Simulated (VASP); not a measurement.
Ni: single point with LDA

The system is Ni.

```
CELL_PARAMETERS angstrom
0.00000 1.77802 1.77802
1.77802 0.00000 1.77802
1.77802 1.77802 0.00000
ATOMIC_POSITIONS crystal
Ni 0.00000 0.00000 0.00000
```

```json
{"Program": "VASP 6.6.1", "Task": "single point", "Functional": "LDA", "Potentials or basis": "VASP PAW LDA potentials, release 64 (Ni)", "Cutoff": "520 eV", "k mesh": "24 × 24 × 24", "Occupations": "gaussian, width 0.15 eV", "Spin": "collinear spin, ferromagnetic start", "Starting moments": "[0.25] μB", "Fixed moment": "0.25 μB"}
```

* Pressure: -22.4 GPa
* Net moment: 0.25 μB per cell
* Site moments: Ni +0.26 μB
* Valence electrons inside the program's atomic spheres: Ni 9.27

Run time: 58 s on 1 thread of Intel(R) Xeon(R) 6975P-C (Granite Rapids) (shared host), peak memory 0.21 GiB.

Caveat: the cell stands under tension; the total moment is fixed, so each spin has its own Fermi level.
